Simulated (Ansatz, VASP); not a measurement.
## One calculation of SiO2, two programs

```
CELL_PARAMETERS angstrom
-4.29824 4.29824 2.58669
4.29824 -4.29824 2.58669
4.29824 4.29824 -2.58669
ATOMIC_POSITIONS crystal
Si 0.17844 0.17844 0.35689
Si 0.82156 0.17844 0.00000
Si 0.17844 0.82156 0.00000
Si 0.82156 0.82156 0.64311
O 0.50000 0.50000 0.50000
O 0.00000 0.50000 0.00000
O 0.50000 0.00000 0.00000
O 0.00000 0.00000 0.50000
O 0.00000 0.21697 0.21697
O 0.78303 0.00000 0.78303
O 0.21697 0.00000 0.21697
O 0.00000 0.78303 0.78303
```

Alike in both runs: task single point; functional LDA; k mesh 6 × 6 × 6; occupations gaussian, width 0.02 eV; no spin polarisation.

|  | VASP | Ansatz |
| --- | --- | --- |
| version | VASP 6.6.1 | Ansatz 0.2.0 |
| potentials or method | VASP PAW LDA potentials, release 64 (Si, O), cutoff 520 eV | scalar-relativistic, plane waves, PAW |
| valence electrons in the cell | 64 | 64 |

```csv
,VASP,Ansatz,Ansatz less VASP
gap on the k mesh at the Fermi level (eV),5.30,5.31,+0.014
least direct gap on the mesh (eV),5.30,5.31,+0.014
pressure (GPa),12.5,12.0,-0.55
rms of the force components (eV/Å),0.015,0.001,-0.0145
```

LDA's correlation is that of Perdew and Zunger in VASP and of Perdew and Wang (1992) in Ansatz. Atom by atom the forces differ by 0.015 eV/Å (rms over components).
